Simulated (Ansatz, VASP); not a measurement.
# One calculation of BN, two programs

File POSCAR:

```
BN
1.0
   -2.5439665234      0.0000000000      0.0000000000
   -1.2719832617     -2.2031396357      0.0000000000
    0.0000000000      0.0000000000     13.1232348039
B N
6 6
Direct
    0.6666666667      0.6666666667      0.2203871075
    0.6666666667      0.6666666667      0.5410203201
    0.6666666667      0.6666666667      0.8616535327
    0.3333333333      0.3333333333      0.0600705012
    0.3333333333      0.3333333333      0.3807037138
    0.3333333333      0.3333333333      0.7013369264
    0.6666666667      0.6666666667      0.1002781684
    0.6666666667      0.6666666667      0.4209113810
    0.6666666667      0.6666666667      0.7415445936
    0.3333333333      0.3333333333      0.9018611999
    0.3333333333      0.3333333333      0.2605947747
    0.3333333333      0.3333333333      0.5812279873
```

Contents of INCAR.step1:

```
ALGO = Normal
EDIFF = 1E-4
ENCUT = 520
GGA = PE
ISMEAR = 0
LASPH = True
LCHARG = False
LREAL = False
LWAVE = True
NBANDS = 36
NELM = 100
PREC = Accurate
SIGMA = 0.05
```

The input INCAR.step2:

```
ALGO = Normal
EDIFF = 1E-6
ENCUT = 520
ISIF = 2
ISMEAR = 0
ISTART = 1
LASPH = True
LCHARG = False
LMIXTAU = True
LREAL = False
LWAVE = False
METAGGA = R2SCAN
NBANDS = 36
NELM = 100
PREC = Accurate
SIGMA = 0.05
```

Contents of KPOINTS:

```
k-points
0
Gamma
  10 10 2
```

Input for Ansatz:

```yaml
crystal:
  lattice:
    - [-2.5439665234, 0.0, 0.0]
    - [-1.2719832617, -2.2031396357, 0.0]
    - [0.0, 0.0, 13.1232348039]
  atoms:
    - { symbol: B, position: [0.6666666667, 0.6666666667, 0.2203871075] }
    - { symbol: B, position: [0.6666666667, 0.6666666667, 0.5410203201] }
    - { symbol: B, position: [0.6666666667, 0.6666666667, 0.8616535327] }
    - { symbol: B, position: [0.3333333333, 0.3333333333, 0.0600705012] }
    - { symbol: B, position: [0.3333333333, 0.3333333333, 0.3807037138] }
    - { symbol: B, position: [0.3333333333, 0.3333333333, 0.7013369264] }
    - { symbol: "N", position: [0.6666666667, 0.6666666667, 0.1002781684] }
    - { symbol: "N", position: [0.6666666667, 0.6666666667, 0.420911381] }
    - { symbol: "N", position: [0.6666666667, 0.6666666667, 0.7415445936] }
    - { symbol: "N", position: [0.3333333333, 0.3333333333, 0.9018611999] }
    - { symbol: "N", position: [0.3333333333, 0.3333333333, 0.2605947747] }
    - { symbol: "N", position: [0.3333333333, 0.3333333333, 0.5812279873] }
basis:
  ecutwfc: 500
kpoints:
  mp_grid: { grid: [10, 10, 2] }
hamiltonian:
  xc: r2scan
scf:
  occupations: { method: gaussian, width: 0.05 }
output:
  forces: true
  stress: true
  eigenvalues: true
```

Alike in both runs: task single point; functional r2SCAN; k mesh 10 × 10 × 2; occupations gaussian, width 0.05 eV; no spin polarisation.

|  | VASP | Ansatz |
| --- | --- | --- |
| version | VASP 6.6.1 | Ansatz 0.2.0 |
| potentials or method | VASP PAW PBE potentials, release 64 (B, N), cutoff 520 eV | scalar-relativistic, plane waves, PAW |
| valence electrons in the cell | 48 | 48 |

|  | VASP | Ansatz | Ansatz less VASP |
| --- | --- | --- | --- |
| gap on the k mesh at the Fermi level (eV) | 4.29 | 4.30 | +0.004 |
| least direct gap on the mesh (eV) | 5.09 | 5.09 | -0.003 |
| pressure (GPa) | -5.6 | -6.6 | -1.02 |
| traceless stress, the component that is largest in VASP (GPa) | -10.86 | -10.78 | +0.073 |
| rms of the force components (eV/Å) | 0.678 | 0.671 | -0.0063 |

VASP's potentials were made for PBE, not for r2SCAN. Atom by atom the forces differ by 0.010 eV/Å (rms over components).
